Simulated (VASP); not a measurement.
# Co (Fm-3m) in VASP: a series of runs

The runs below take Co through relaxation of cell and atoms, single point, with revPBE.

Everything below comes from runs of VASP 6.6.1. Logs are shortened: lines on timing, memory, paths and dates and some standing lists are left out, and cuts for length are marked.

## Step 1: The cell of the first run

Symmetry: Fm-3m, No. 225, cubic system. The conventional cell has a = 3.538 Å, b = 3.538 Å, c = 3.538 Å, α = 90.00°, β = 90.00°, γ = 90.00°. Within 3.3 Å of Co (site symmetry m-3m) lie 12 Co at 2.50 Å.

## Step 2: Relaxation of cell and atoms, revPBE

INCAR reads:

```
PREC = Accurate
ENCUT = 600
EDIFF = 1E-6
ISMEAR = -1
SIGMA = 0.1
LREAL = F
LASPH = T
NELM = 80
ALGO = Normal
ISIF = 3
LWAVE = F
LCHARG = F
GGA = RE
IBRION = 2
NSW = 80
EDIFFG = -0.01
```

KPOINTS reads:

```
Automatic mesh
0
Gamma
  15 15 15
```

POSCAR reads:

```
Co
1.0
    0.0000000000      1.7691019796      1.7691019796
    1.7691019796      0.0000000000      1.7691019796
    1.7691019796      1.7691019796      0.0000000000
Co
1
Direct
    0.0000000000      0.0000000000      0.0000000000
```

Potentials or basis: VASP PAW PBE potentials, release 64 (Co).

Run with:

```console
$ cat potpaw_PBE.64/Co/POTCAR > POTCAR
$ mpirun -np 1 vasp_std > vasp.out
```

OUTCAR:

```text
PREC = Accurate
   ENCUT = 600
   EDIFF = 1E-6
   ISMEAR = -1
   LREAL = F
   LASPH = T
   NELM = 80
   ISIF = 3
   GGA = RE
   IBRION = 2
   NSW = 80
   EDIFFG = -0.01

 ion  position               nearest neighbor table
   1  0.000  0.000  0.000-

  LATTYP: Found a face centered cubic cell.
 ALAT       =     3.5382039592

  Lattice vectors:

 A1 = (   0.0000000000,   1.7691019796,   1.7691019796)
 A2 = (   1.7691019796,   0.0000000000,   1.7691019796)
 A3 = (   1.7691019796,   1.7691019796,   0.0000000000)

Analysis of symmetry for initial positions (statically):
=====================================================================
 Subroutine PRICEL returns:
 Original cell was already a primitive cell.

 Routine SETGRP: Setting up the symmetry group for a
 face centered cubic supercell.

 Subroutine GETGRP returns: Found 48 space group operations
 (whereof 48 operations were pure point group operations)
 out of a pool of 48 trial point group operations.

The static configuration has the point symmetry O_h .

Analysis of symmetry for dynamics (positions and initial velocities):
=====================================================================
 Subroutine PRICEL returns:
 Original cell was already a primitive cell.

 Routine SETGRP: Setting up the symmetry group for a
 face centered cubic supercell.

 Subroutine GETGRP returns: Found 48 space group operations
 (whereof 48 operations were pure point group operations)
 out of a pool of 48 trial point group operations.

The dynamic configuration has the point symmetry O_h .

 Subroutine INISYM returns: Found 48 space group operations
 (whereof 48 operations are pure point group operations),
 and found     1 'primitive' translations

----------------------------------------------------------------------------------------

                                     Primitive cell

  volume of cell :      11.0736

  direct lattice vectors                    reciprocal lattice vectors
     0.000000000  1.769101980  1.769101980    -0.282629269  0.282629269  0.282629269
     1.769101980  0.000000000  1.769101980     0.282629269 -0.282629269  0.282629269
     1.769101980  1.769101980  0.000000000     0.282629269  0.282629269 -0.282629269

  length of vectors
     2.501888013  2.501888013  2.501888013     0.489528254  0.489528254  0.489528254

  position of ions in fractional coordinates (direct lattice)
     0.000000000  0.000000000  0.000000000

  ion indices of the primitive-cell ions
   primitive index   ion index
                 1           1

----------------------------------------------------------------------------------------

 KPOINTS: Automatic mesh

Automatic generation of k-mesh.
 Grid dimensions read from file:
 generate k-points for:   15   15   15

 Generating k-lattice:

  Cartesian coordinates                     Fractional coordinates (reciprocal lattice)
    -0.018841951  0.018841951  0.018841951     0.066666667  0.000000000  0.000000000
     0.018841951 -0.018841951  0.018841951     0.000000000  0.066666667  0.000000000
     0.018841951  0.018841951 -0.018841951     0.000000000  0.000000000  0.066666667

  Length of vectors
     0.032635217  0.032635217  0.032635217

  Shift w.r.t. Gamma in fractional coordinates (k-lattice)
     0.000000000  0.000000000  0.000000000

 Subroutine IBZKPT returns following result:
 ===========================================

 Found    120 irreducible k-points:

 Following reciprocal coordinates:
            Coordinates               Weight
  0.000000  0.000000  0.000000      1.000000
  0.066667  0.000000  0.000000      8.000000
  0.133333  0.000000  0.000000      8.000000
  0.200000  0.000000  0.000000      8.000000
  0.266667  0.000000  0.000000      8.000000
  0.333333  0.000000  0.000000      8.000000
[... 16 lines left out ...]
  0.133333  0.133333  0.000000      6.000000
  0.200000  0.133333  0.000000     24.000000
 [... further k-points ...]
   k-points           NKPTS =    120   k-points in BZ     NKDIM =    120   number of bands    NBANDS=      8
   number of dos      NEDOS =    301   number of ions     NIONS =      1
   total plane-waves  NPLWV =   8000
   dimension x,y,z NGX =    20 NGY =   20 NGZ =   20
   dimension x,y,z NGXF=    40 NGYF=   40 NGZF=   40
   ions per type =               1
   NGX,Y,Z   is equivalent  to a cutoff of  13.29, 13.29, 13.29 a.u.
   NGXF,Y,Z  is equivalent  to a cutoff of  26.58, 26.58, 26.58 a.u.
 SYSTEM =  unknown system
   PREC   = accura    normal or accurate (medium, high low for compatibility)
   ISTART =      0    job   : 0-new  1-cont  2-samecut
   ICHARG =      2    charge: 1-file 2-atom 10-const
   ISPIN  =      1    spin polarized calculation?
   LNONCOLLINEAR =      F non collinear calculations
   LSORBIT =      F    spin-orbit coupling
   LASPH  =      T    aspherical Exc in radial PAW
   ENCUT  =  600.0 eV  44.10 Ry    6.64 a.u.   5.00  5.00  5.00*2*pi/ulx,y,z
   NELM   =     80;   NELMIN=  2; NELMDL= -5     # of ELM steps
   EDIFF  = 0.1E-05   stopping-criterion for ELM
   LREAL  =      F    real-space projection
   EDIFFG = -.1E-01   stopping-criterion for IOM
   NSW    =     80    number of steps for IOM
   IBRION =      2    ionic relax: 0-MD 1-quasi-New 2-CG
   NFREE  =      1    steps in history (QN), initial steepest desc. (CG)
   ISIF   =      3    stress and relaxation
   ISYM   =      2    0-nonsym 1-usesym 2-fastsym
   POTIM  = 0.5000    time-step for ionic-motion
   TEBEG  =    0.0;   TEEND  =   0.0 temperature during run
   PSTRESS=    0.0 pullay stress
   NELECT =       9.0000    total number of electrons
   NUPDOWN=      -1.0000    fix difference up-down
   EMIN   =  10.00;   EMAX   =-10.00  energy-range for DOS
   EFERMI =   0.00;   METHOD = LEGACY
   ISMEAR =    -1;   SIGMA  =   0.10  broadening in eV -4-tet -1-fermi 0-gaus
   EFERMI_NEDOS =   21; number of points for ismear=-14 and -15
   IALGO  =     38    algorithm
   IMIX   =      4    mixing-type and parameters
     AMIX     =   0.40;   BMIX     =  1.00
     AMIX_MAG =   1.60;   BMIX_MAG =  1.00
  volume/ion in A,a.u.               =      11.07        74.73
  Fermi-wavevector in a.u.,A,eV,Ry     =   1.527775  2.887077 31.757320  2.334097
  Thomas-Fermi vector in A             =   2.635625
   LORBIT       =      0    0 simple, 1 ext, 2 COOP (PROOUT), +10 PAW based schemes
   GGA     = RE    functional components
   LHFCALC =     F    Hartree Fock is set to
   AEXX    =    0.0000 exact exchange contribution
   IVDW    =     0    specifies the selected vdW correction
   LEPSILON=     F    determine dielectric tensor
   LRPA    =     F    only Hartree local field effects (RPA)
 conjugate gradient relaxation of ions
 non-spin polarized calculation
  energy-cutoff  :      600.00
  volume of cell :       11.07
 maximum number of plane-waves:       378
   NGX =  9   NGY =  9   NGZ =  9

--------------------------------------- Ionic step        1  -------------------------------------------

 number of electron       9.0000000 magnetization

 Free energy of the ion-electron system (eV)
  ---------------------------------------------------
  ext. energy  EPLUGINS =         0.00000000
  ---------------------------------------------------
  free energy    TOTEN  =        -6.41671831 eV

  energy without entropy =       -6.33207771  energy(sigma->0) =       -6.37439801

 E-fermi :   9.8747     XC(G=0): -13.2209

 val. band max:        9.8562660570   @ k =   0.3333   0.0667   0.0000
 cond. band min:       9.8774383950   @ k =   0.4667   0.4000   0.0000
 fundamental gap:      0.0211723380
 Fermi energy:         9.8747031528

 k-point     1 :       0.0000    0.0000    0.0000
  band No.  band energies     occupation
      1       1.2680      2.00000
      2       8.1668      2.00000
      3       8.1668      2.00000
      4       8.1668      2.00000
      5       9.3712      1.98707
      6       9.3712      1.98707
      7      32.8186      0.00000
      8      37.3103      0.00000

 k-point     2 :       0.0667    0.0000    0.0000
  band No.  band energies     occupation
      1       1.4422      2.00000
      2       8.1134      2.00000
      3       8.2098      2.00000
      4       8.2098      2.00000
      5       9.3521      1.98930
      6       9.3521      1.98930
      7      32.4318      0.00000
      8      35.3912      0.00000
[... 299 lines left out ...]
 POSITION                                       TOTAL-FORCE (eV/Angst)
 -----------------------------------------------------------------------------------
      0.00000      0.00000      0.00000        -0.000000      0.000000     -0.000000
 -----------------------------------------------------------------------------------
    total drift:                               -0.000000     -0.000000     -0.000000

  FREE ENERGIE OF THE ION-ELECTRON SYSTEM (eV)
  ---------------------------------------------------
  free  energy   TOTEN  =        -6.4105500274 eV

  energy  without entropy=       -6.3400570656  energy(sigma->0) =       -6.37530355

--------------------------------------- Ionic step        3  -------------------------------------------

 number of electron       8.9999997 magnetization

 Free energy of the ion-electron system (eV)
  ---------------------------------------------------
  ext. energy  EPLUGINS =         0.00000000
  ---------------------------------------------------
  free energy    TOTEN  =        -6.43853033 eV

  energy without entropy =       -6.36086845  energy(sigma->0) =       -6.39969939

 E-fermi :  10.6891     XC(G=0): -13.5449

 val. band max:       10.6858593809   @ k =   0.4667   0.4000   0.0000
 cond. band min:      10.7045645746   @ k =  -0.3333   0.3333   0.0000
 fundamental gap:      0.0187051937
 Fermi energy:        10.6891010810

 k-point     1 :       0.0000    0.0000    0.0000
  band No.  band energies     occupation
      1       1.7243      2.00000
      2       8.8356      2.00000
      3       8.8356      2.00000
      4       8.8356      2.00000
      5      10.1427      1.99157
      6      10.1427      1.99157
      7      34.0638      0.00000
      8      38.9564      0.00000

 k-point     2 :       0.0667    0.0000    0.0000
  band No.  band energies     occupation
      1       1.9059      2.00000
      2       8.7773      2.00000
      3       8.8820      2.00000
      4       8.8820      2.00000
      5      10.1216      1.99316
      6      10.1216      1.99316
      7      33.7290      0.00000
      8      36.9805      0.00000
[... 264 lines left out ...]
 POSITION                                       TOTAL-FORCE (eV/Angst)
 -----------------------------------------------------------------------------------
      0.00000      0.00000      0.00000         0.000000      0.000000      0.000000
 -----------------------------------------------------------------------------------
    total drift:                               -0.000000     -0.000000     -0.000000

  FREE ENERGIE OF THE ION-ELECTRON SYSTEM (eV)
  ---------------------------------------------------
  free  energy   TOTEN  =        -6.4385303273 eV

  energy  without entropy=       -6.3608684547  energy(sigma->0) =       -6.39969939

 reached required accuracy - stopping structural energy minimisation
```

Run time: 47 s. Hardware: 1 thread of Intel Xeon 8259CL, shared host; peak memory 0.11 GiB.

What came out:

- Free energy: -6.4385 eV
- Relaxed volume: 10.49 Å³/atom
- Relaxed cell: a = 2.457 Å, b = 2.457 Å, c = 2.457 Å, α = 60.00°, β = 60.00°, γ = 60.00°
- Space group after relaxing (to 0.05 Å): Fm-3m (No. 225)
- Energy gained by relaxing: 21.8 meV/atom
- Ionic steps: 3
- Pressure after relaxing: -0.1 GPa

The path:
| step | energy change (eV) | largest force (eV/Å) | pressure (GPa) | volume (Å³) |
| --- | --- | --- | --- | --- |
| 1 | 0.0000 | 0.0000 | -11.15 | 11.07 |
| 2 | 0.0062 | 0.0000 | 15.91 | 9.88 |
| 3 | -0.0218 | 0.0000 | -0.09 | 10.49 |

Final structure:
```
CELL_PARAMETERS angstrom
0.00000 1.73736 1.73736
1.73736 0.00000 1.73736
1.73736 1.73736 0.00000
ATOMIC_POSITIONS crystal
Co 0.00000 0.00000 0.00000
```

Caveat: the PAW data sets were made with another functional, which shifts forces and pressure a little; the run has no spin polarisation, though such a crystal can be magnetic. Spin polarisation is off, so any magnetic state and its effect on volume and gap are missing.

## Step 3: Single point, revPBE

This run uses another cell than the first one, of 10.51 Å³/atom, 0.950 times its volume.

INCAR reads:

```
PREC = Accurate ; ENCUT = 520
EDIFF = 1E-7 ; ISMEAR = -1
SIGMA = 0.1 ; LREAL = F
LASPH = T ; NELM = 80
ALGO = Normal ; ISIF = 2
LWAVE = F ; LCHARG = F
GGA = RE ; NBANDS = 10
```

KPOINTS reads:

```
Automatic mesh
0
Gamma
  25 25 25
```

POSCAR reads:

```
Co
1.0
    0.0000000000      1.7388167297      1.7388167297
    1.7388167297      0.0000000000      1.7388167297
    1.7388167297      1.7388167297      0.0000000000
Co
1
Direct
    0.0000000000      0.0000000000      0.0000000000
```

Potentials or basis: VASP PAW PBE potentials, release 64 (Co).

Run with:

```console
$ cat potpaw_PBE.64/Co/POTCAR > POTCAR
$ mpirun -np 1 vasp_std > vasp.out
```

It took 71 s on 1 thread of Intel Xeon 8259CL, shared host; peak memory 0.13 GiB.

Results (log left out):

* Free energy: -6.4384 eV
* Pressure: -0.6 GPa

Levels at points of the mesh, in eV from the Fermi level:
| k point | band 1 | band 2 | band 3 | band 4 | band 5 | band 6 | band 7 | band 8 | band 9 |
| --- | --- | --- | --- | --- | --- | --- | --- | --- | --- |
| (0.00, 0.00, 0.00) | -8.95 | -1.85 | -1.85 | -1.85 | -0.55 | -0.55 | 23.35 | 28.22 | 28.22 |

Caveat: the PAW data sets were made with another functional, which shifts forces and pressure a little; the run has no spin polarisation, though such a crystal can be magnetic.
